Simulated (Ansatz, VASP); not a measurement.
# Two plane-wave programs on Al7Si

Contents of INCAR:

```
SYSTEM = Al7Si
ALGO = Normal
EDIFF = 1E-6
ENCUT = 520
GGA = PE
ISIF = 2
ISMEAR = 0
LASPH = .True.
LCHARG = .True.
LELF = .True.
LREAL = .False.
LVHAR = .True.
LWAVE = .False.
NBANDS = 22
NELM = 80
PREC = Accurate
SIGMA = 0.1
```

The input KPOINTS:

```
k-points
0
Gamma
  8 8 8
  0 0 0
```

POSCAR

```
Al7Si
1.0
    0.0000000000      3.9780200217      3.9780200217
    3.9780200217      0.0000000000      3.9780200217
    3.9780200217      3.9780200217      0.0000000000
Al Si
7 1
Direct
    0.0000000000      0.0000000000      0.5000000000
    0.0000000000      0.5000000000      0.0000000000
    0.0000000000      0.5000000000      0.5000000000
    0.5000000000      0.0000000000      0.0000000000
    0.5000000000      0.0000000000      0.5000000000
    0.5000000000      0.5000000000      0.0000000000
    0.5000000000      0.5000000000      0.5000000000
    0.0000000000      0.0000000000      0.0000000000
```

Input for Ansatz:

```yaml
crystal:
  lattice:
    - [0.0, 3.9780200217, 3.9780200217]
    - [3.9780200217, 0.0, 3.9780200217]
    - [3.9780200217, 3.9780200217, 0.0]
  atoms:
    - { symbol: Al, position: [0.0, 0.0, 0.5] }
    - { symbol: Al, position: [0.0, 0.5, 0.0] }
    - { symbol: Al, position: [0.0, 0.5, 0.5] }
    - { symbol: Al, position: [0.5, 0.0, 0.0] }
    - { symbol: Al, position: [0.5, 0.0, 0.5] }
    - { symbol: Al, position: [0.5, 0.5, 0.0] }
    - { symbol: Al, position: [0.5, 0.5, 0.5] }
    - { symbol: Si, position: [0.0, 0.0, 0.0] }
basis:
  ecutwfc: 420
kpoints:
  mp_grid: { grid: [8, 8, 8] }
hamiltonian:
  xc: pbe
scf:
  occupations: { method: gaussian, width: 0.1 }
output:
  forces: true
  stress: true
  eigenvalues: true
```

Alike in both runs: task single point; functional PBE; k mesh 8 × 8 × 8; occupations gaussian, width 0.1 eV; no spin polarisation.

|  | VASP | Ansatz |
| --- | --- | --- |
| version | VASP 6.6.1 | Ansatz 0.2.0 |
| potentials or method | VASP PAW PBE potentials, release 64 (Al, Si), cutoff 520 eV | scalar-relativistic, plane waves, PAW |
| valence electrons in the cell | 25 | 25 |

Ansatz gave:

```
gap on the k mesh at the Fermi level (eV) : none
pressure (GPa)                            : 2.5
```

Task: Estimate VASP's values.

Result: gap on the k mesh at the Fermi level (eV): none; pressure (GPa): 2.4.

A gap of «none» marks a metal or a gap that the smearing closes. The functional is the same, so the differences come from potentials, cutoffs and numerics.
